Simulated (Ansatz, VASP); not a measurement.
**Two plane-wave programs on Br**

```xyz
3
Lattice="4.6207 0.0000 0.0000 -2.3103 4.0016 0.0000 0.0000 0.0000 5.2423" Properties=species:S:1:pos:R:3 pbc="T T T"
Br    1.0415    0.0000    1.7474
Br   -0.5208    0.9020    3.4949
Br    1.7896    3.0997    0.0000
```

Alike in both runs: task single point; functional r2SCAN; k mesh 6 × 6 × 4; occupations gaussian, width 0.1 eV; no spin polarisation.

|  | VASP | Ansatz |
| --- | --- | --- |
| version | VASP 6.6.1 | Ansatz 0.2.0 |
| potentials or method | VASP PAW PBE potentials, release 64 (Br), cutoff 520 eV | scalar-relativistic, plane waves, PAW |
| valence electrons in the cell | 21 | 21 |

|  | VASP | Ansatz | Ansatz less VASP |
| --- | --- | --- | --- |
| gap on the k mesh at the Fermi level (eV) | none | none | - |
| pressure (GPa) | 7.3 | 7.4 | +0.04 |
| traceless stress, the component that is largest in VASP (GPa) | 7.48 | 7.49 | +0.011 |
| rms of the force components (eV/Å) | 0.939 | 0.941 | +0.0021 |

VASP's potentials were made for PBE, not for r2SCAN. Atom by atom the forces differ by 0.002 eV/Å (rms over components). A gap of «none» marks a metal or a gap that the smearing closes.
